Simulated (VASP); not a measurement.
# LuSe in VASP: a series of runs, part 2 of 2

VASP 6.6.1. The steps go on from the part before.

## 3. Single point, PBEsol

This run uses another cell than the first one, of 43.18 Å³/atom, 1.185 times its volume.

Contents of INCAR:

```
PREC     = Accurate       # precision mode
ENCUT    = 520            # plane-wave cutoff, eV
EDIFF    = 1E-6           # SCF threshold, eV
ISMEAR   = -1             # smearing method
SIGMA    = 0.1            # smearing width, eV
LREAL    = F              # projectors in reciprocal space
LASPH    = T              # aspherical terms in the spheres
NELM     = 80             # most SCF steps
ALGO     = Normal         # electronic algorithm
ISIF     = 2              # what is computed and relaxed
LWAVE    = F              # write WAVECAR
LCHARG   = F              # write CHGCAR
LDIPOL   = T            
IDIPOL   = 3            
DIPOL    = 0.5 0.5 0.500
GGA      = PS             # functional
NBANDS   = 39             # bands
```

Contents of KPOINTS:

```
regular mesh
0
Gamma
  5 5 1
```

Contents of POSCAR:

```
LuSe
1.0
    3.9428274119      0.0000000000      0.0000000000
    1.9714137059      3.4145887014      0.0000000000
    0.0000000000      0.0000000000     12.8289576515
Lu Se
2 2
Direct
    0.0000000000      0.0000000000      0.3117946219
    0.3333333333      0.3333333333      0.5627351260
    0.6666666667      0.6666666667      0.4372648740
    0.0000000000      1.0000000000      0.6882053781
```

Potentials or basis: VASP PAW PBE potentials, release 64 (Lu, Se).

Command:

```
$ cat potpaw_PBE.64/Lu/POTCAR potpaw_PBE.64/Se/POTCAR > POTCAR
$ mpirun -np 1 vasp_std > vasp.out
```

OUTCAR:

```text
PREC = Accurate
   ENCUT = 520
   EDIFF = 1E-6
   ISMEAR = -1
   LREAL = F
   LASPH = T
   NELM = 80
   ISIF = 2
   GGA = PS

 ion  position               nearest neighbor table
   1  0.000  0.000  0.312-   3 2.79   3 2.79   3 2.79
   2  0.333  0.333  0.563-   3 2.79   3 2.79   3 2.79   4 2.79   4 2.79   4 2.79
   3  0.667  0.667  0.437-   2 2.79   2 2.79   2 2.79   1 2.79   1 2.79   1 2.79
   4  0.000  0.000  0.688-   2 2.79   2 2.79   2 2.79

  LATTYP: Found a hexagonal cell.
 ALAT       =     3.9428274118
 C/A-ratio  =     3.2537456783

  Lattice vectors:

 A1 = (  -1.9714137059,  -3.4145887014,   0.0000000000)
 A2 = (   3.9428274119,   0.0000000000,   0.0000000000)
 A3 = (   0.0000000000,   0.0000000000,  12.8289576515)

Analysis of symmetry for initial positions (statically):
=====================================================================
 Subroutine PRICEL returns:
 Original cell was already a primitive cell.

 Routine SETGRP: Setting up the symmetry group for a
 hexagonal supercell.

 Subroutine GETGRP returns: Found  6 space group operations
[... 155 lines left out ...]
 fundamental gap:      0.0301313271
 Fermi energy:        -0.1475467927

 k-point     1 :       0.0000    0.0000    0.0000
  band No.  band energies     occupation
      1     -57.5686      2.00000
      2     -56.1765      2.00000
      3     -28.3444      2.00000
      4     -28.1165      2.00000
      5     -28.1165      2.00000
      6     -26.9406      2.00000
[... 199 lines left out ...]
     38       4.0371      0.00000
     39       4.1357      0.00000

------------------------ aborting loop because EDIFF is reached ----------------------------------------

 vacuum level on the upper side and lower side of the slab       (xc-potential included)        -0.045        -2.441

  FORCE on cell =-STRESS in cart. coord.  units (eV):
  Direction    XX          YY          ZZ          XY          YZ          ZX
  --------------------------------------------------------------------------------------
  -------------------------------------------------------------------------------------
  Total       -2.3623254     -2.3623254      0.2628525      0.0000000      0.0000000     -0.0000000
  in kB      -21.9135511    -21.9135511      2.4382889      0.0000000      0.0000000     -0.0000000
  external PRESSURE =     -13.7962711 kB  Pullay stress =       0.0000000 kB

 VOLUME and BASIS-vectors are now :
 -----------------------------------------------------------------------------
  energy-cutoff  :      520.00
  volume of cell :      172.72
      direct lattice vectors                 reciprocal lattice vectors
     3.942827412  0.000000000  0.000000000     0.253625101 -0.146430520  0.000000000
     1.971413706  3.414588701  0.000000000     0.000000000  0.292861041  0.000000000
     0.000000000  0.000000000 12.828957651     0.000000000  0.000000000  0.077948655

 POSITION                                       TOTAL-FORCE (eV/Angst)
 -----------------------------------------------------------------------------------
      0.00000      0.00000      4.00000        -0.000000      0.000000     -0.509123
      1.97141      1.13820      7.21931         0.000000      0.000000      2.266184
      3.94283      2.27639      5.60965         0.000000     -0.000000     -0.446893
      0.00000      0.00000      8.82896        -0.000000      0.000000     -1.310168
 -----------------------------------------------------------------------------------
    total drift:                                0.000000      0.000000      0.007445

  FREE ENERGIE OF THE ION-ELECTRON SYSTEM (eV)
  ---------------------------------------------------
  free  energy   TOTEN  =       -21.9175842089 eV

  energy  without entropy=      -21.8251446956  energy(sigma->0) =      -21.87136445

 vacuum level on the upper side and lower side of the slab         4.928         2.434
```

OSZICAR:

```text
N       E                     dE             d eps       ncg     rms          rms(c)
DAV:   1     0.577541985214E+03    0.57754E+03   -0.24136E+04   537   0.451E+03
DAV:   2     0.701032670952E+02   -0.50744E+03   -0.48024E+03   477   0.819E+02
DAV:   3    -0.107207782535E+02   -0.80824E+02   -0.78380E+02   448   0.177E+02
DAV:   4    -0.225132306894E+02   -0.11792E+02   -0.11685E+02   676   0.538E+01
DAV:   5    -0.231831040491E+02   -0.66987E+00   -0.66642E+00   582   0.114E+01    0.902E+00
DAV:   6    -0.220154831703E+02    0.11676E+01   -0.56891E+00   740   0.830E+01    0.439E+00
DAV:   7    -0.219485344369E+02    0.66949E-01   -0.18899E+00   596   0.148E+01    0.251E+00
DAV:   8    -0.219135567307E+02    0.34978E-01   -0.44492E-01   668   0.833E+00    0.548E-01
DAV:   9    -0.219160412335E+02   -0.24845E-02   -0.69243E-02   596   0.291E+00    0.248E-01
DAV:  10    -0.219167361828E+02   -0.69495E-03   -0.11434E-02   556   0.864E-01    0.124E-01
DAV:  11    -0.219170667017E+02   -0.33052E-03   -0.13717E-03   556   0.331E-01    0.614E-02
DAV:  12    -0.219173351080E+02   -0.26841E-03   -0.35462E-04   564   0.188E-01    0.252E-02
DAV:  13    -0.219175230874E+02   -0.18798E-03   -0.18626E-04   485   0.126E-01    0.199E-02
DAV:  14    -0.219175826636E+02   -0.59576E-04   -0.10266E-04   454   0.734E-02    0.768E-03
DAV:  15    -0.219175826619E+02    0.17299E-08   -0.20054E-05   437   0.359E-02    0.516E-03
DAV:  16    -0.219175840468E+02   -0.13850E-05   -0.59202E-06   428   0.143E-02    0.263E-03
DAV:  17    -0.219175842089E+02   -0.16208E-06   -0.79560E-07   340   0.729E-03
   1 F= -.21917584E+02 E0= -.21871364E+02  d E =-.924395E-01
```

stdout:

```text
POSCAR found type information on POSCAR LuSe
 POSCAR found :  2 types and       4 ions
 scaLAPACK will be used
 -----------------------------------------------------------------------------
|                                                                             |
|                                                                             |
|     You enforced a specific xc type in the INCAR file but a different       |
|     I HOPE YOU KNOW WHAT YOU ARE DOING!                                     |
|                                                                             |
 -----------------------------------------------------------------------------

 LDA part: xc-table for (Slater+PW92), standard interpolation
 POSCAR, INCAR and KPOINTS ok, starting setup
 FFT: planning ... GRIDC
 FFT: planning ... GRID_SOFT
 FFT: planning ... GRID
 WAVECAR not read
 entering main loop
```

It took 79 s on 1 thread of Intel Xeon Platinum 8259CL at 2.50GHz (Skylake/Cascade Lake), shared host; peak memory 0.28 GiB.

What came out:

| Property | Result |
| --- | --- |
| Free energy | -21.9176 eV |
| Largest force | 2.266 eV/Å |
| Band gap on the k mesh | 0.03 eV, indirect (least direct gap 0.33 eV) |

Forces on the atoms (eV/Å):
```
Lu   0.000  0.000 -0.509
Lu   0.000  0.000  2.266
Se   0.000  0.000 -0.447
Se   0.000  0.000 -1.310
```

Caveat: the PAW data sets were made with another functional, which shifts forces and pressure a little; spin-orbit coupling is left out, which moves the levels of the heavy elements.

## 4. Single point, PBEsol

This run uses another cell than the first one, of 49.91 Å³/atom, 1.369 times its volume.

INCAR is that of step 3.

Contents of KPOINTS:

```
Automatic mesh
0
Gamma
  5 5 1
```

Contents of POSCAR:

```
LuSe
1.0
    3.9428274119      0.0000000000      0.0000000000
    1.9714137059      3.4145887014      0.0000000000
    0.0000000000      0.0000000000     14.8289576515
Lu Se
2 2
Direct
    0.0000000000      0.0000000000      0.3371781158
    0.3333333333      0.3333333333      0.5542739614
    0.6666666667      0.6666666667      0.4457260386
    0.0000000000      1.0000000000      0.6628218842
```

Command:

```
$ cat potpaw_PBE.64/Lu/POTCAR potpaw_PBE.64/Se/POTCAR > POTCAR
$ mpirun -np 1 vasp_std > vasp.out
```

It took 1.7 min on 1 thread of Intel Xeon Platinum 8259CL at 2.50GHz (Skylake/Cascade Lake), shared host; peak memory 0.32 GiB.

It converged, with:

| Quantity | Value |
| --- | --- |
| Free energy | -21.9198 eV |
| Largest force | 2.264 eV/Å |
| Band gap on the k mesh | 0.03 eV, indirect (least direct gap 0.33 eV) |

Forces in eV/Å, atoms in the order of the input:
```
Lu   0.000  0.000 -0.512
Lu   0.000  0.000  2.264
Se   0.000  0.000 -0.445
Se   0.000  0.000 -1.308
```

Levels at points of the mesh, in eV from the valence-band top:
```csv
k point,band 28,band 29,band 30,band 31,band 32,band 33,band 34,band 35
"(0.00, 0.00, 0.00)",-2.28,-0.55,-0.54,-0.54,0.79,1.29,1.29,1.91
```

Caveat: the PAW data sets were made with another functional, which shifts forces and pressure a little; spin-orbit coupling is left out, which moves the levels of the heavy elements.

## 5. Single point, PBEsol

This run uses another cell than the first one, of 60.01 Å³/atom, 1.646 times its volume.

Edit INCAR of step 4 so:

```diff
@@ -11,3 +11,3 @@
 LWAVE    = F              # write WAVECAR
-LCHARG   = F              # write CHGCAR
+LCHARG   = T              # write CHGCAR
 LDIPOL   = T            
@@ -16,2 +16,5 @@
 GGA      = PS             # functional
+LELF     = T              # ELF
+LVHAR    = T            
+LVACPOTAV= T            
 NBANDS   = 39             # bands
```

KPOINTS is that of step 4.

Contents of POSCAR:

```
LuSe
1.0
    3.9428274119      0.0000000000      0.0000000000
    1.9714137059      3.4145887014      0.0000000000
    0.0000000000      0.0000000000     17.8289576515
Lu Se
2 2
Direct
    0.0000000000      0.0000000000      0.3645754355
    0.3333333333      0.3333333333      0.5451415215
    0.6666666667      0.6666666667      0.4548584785
    0.0000000000      1.0000000000      0.6354245645
```

Command:

```
$ cat potpaw_PBE.64/Lu/POTCAR potpaw_PBE.64/Se/POTCAR > POTCAR
$ mpirun -np 1 vasp_std > vasp.out
```

Run time: 2.4 min. Hardware: 1 thread of Intel Xeon Platinum 8259CL at 2.50GHz (Skylake/Cascade Lake), shared host; peak memory 0.36 GiB.

It converged, with:

```yaml
Free_energy: -21.9206 eV
Largest_force: 2.265 eV/Å
Band_gap_on_the_k_mesh: 0.03 eV, indirect (least direct gap 0.33 eV)
```

Forces on the atoms (eV/Å):
```
Lu   0.000  0.000 -0.513
Lu   0.000  0.000  2.265
Se   0.000  0.000 -0.444
Se   0.000  0.000 -1.308
```

Levels at points of the mesh, in eV from the valence-band top:
| k point | band 29 | band 30 | band 31 | band 32 | band 33 | band 34 |
| --- | --- | --- | --- | --- | --- | --- |
| (0.00, 0.00, 0.00) | -0.55 | -0.54 | -0.54 | 0.79 | 1.29 | 1.29 |

Caveat: the PAW data sets were made with another functional, which shifts forces and pressure a little; spin-orbit coupling is left out, which moves the levels of the heavy elements.

## 6. Single point, PBEsol

This run uses another cell than the first one, of 70.11 Å³/atom, 1.923 times its volume.

Contents of INCAR:

```
  PREC = Accurate
  ENCUT = 520
  EDIFF = 1E-6
  ISMEAR = -1
  SIGMA = 0.1
  LREAL = F
  LASPH = T
  NELM = 60
  ALGO = Normal
  ISIF = 2
  LWAVE = F
  LCHARG = T
  LDIPOL = T
  IDIPOL = 3
  DIPOL = 0.5 0.5 0.500
  GGA = PS
  LELF = T
  LVHAR = T
  LVACPOTAV = T
  NBANDS = 39
```

Contents of KPOINTS:

```
regular mesh
0
Gamma
  5 5 1
```

Contents of POSCAR:

```
LuSe
1.0
    3.9428274119      0.0000000000      0.0000000000
    1.9714137059      3.4145887014      0.0000000000
    0.0000000000      0.0000000000     20.8289576515
Lu Se
2 2
Direct
    0.0000000000      0.0000000000      0.3840806695
    0.3333333333      0.3333333333      0.5386397768
    0.6666666667      0.6666666667      0.4613602232
    0.0000000000      1.0000000000      0.6159193305
```

Potentials or basis: VASP PAW PBE potentials, release 64 (Lu, Se).

Command:

```
$ cat potpaw_PBE.64/Lu/POTCAR potpaw_PBE.64/Se/POTCAR > POTCAR
$ mpirun -np 1 vasp_std > vasp.out
```

Run time: 2.8 min. Hardware: 1 thread of Intel Xeon Platinum 8259CL at 2.50GHz (Skylake/Cascade Lake), shared host; peak memory 0.38 GiB.

It converged, with:

```yaml
Free_energy: -21.9209 eV
Largest_force: 2.264 eV/Å
Band_gap_on_the_k_mesh: 0.03 eV, indirect (least direct gap 0.33 eV)
```

Forces in eV/Å, atoms in the order of the input:
```
Lu   0.000  0.000 -0.512
Lu   0.000  0.000  2.264
Se   0.000  0.000 -0.444
Se   0.000  0.000 -1.308
```

Levels at points of the mesh, in eV from the valence-band top:
| k point | band 29 | band 30 | band 31 | band 32 | band 33 | band 34 |
| --- | --- | --- | --- | --- | --- | --- |
| (0.00, 0.00, 0.00) | -0.55 | -0.54 | -0.54 | 0.79 | 1.29 | 1.29 |

Caveat: the PAW data sets were made with another functional, which shifts forces and pressure a little; spin-orbit coupling is left out, which moves the levels of the heavy elements.

## 7. Summary

| cell | gap on the mesh (eV) | largest force (eV/Å) |
| --- | --- | --- |
| a = 3.943, b = 3.943, c = 10.829 Å, angles 90.0, 90.0, 60.0°, 4 atoms | 0.02 | 2.27 |
| a = 3.943, b = 3.943, c = 12.829 Å, angles 90.0, 90.0, 60.0°, 4 atoms | 0.03 | 2.27 |
| a = 3.943, b = 3.943, c = 14.829 Å, angles 90.0, 90.0, 60.0°, 4 atoms | 0.03 | 2.26 |
| a = 3.943, b = 3.943, c = 17.829 Å, angles 90.0, 90.0, 60.0°, 4 atoms | 0.03 | 2.26 |
| a = 3.943, b = 3.943, c = 20.829 Å, angles 90.0, 90.0, 60.0°, 4 atoms | 0.03 | 2.26 |

Alike in all rows: task single point; level PBEsol; potentials or basis VASP PAW PBE potentials, release 64 (Lu, Se); no spin polarisation; k mesh 5 × 5 × 1; cutoff (eV) 520; smearing fermi-dirac 0.1 eV.

Caveats: the PAW data sets were made with another functional, which shifts forces and pressure a little; spin-orbit coupling is left out, which moves the levels of the heavy elements.

Total energies depend on the potentials used, so only differences within one code and one set of settings carry meaning.
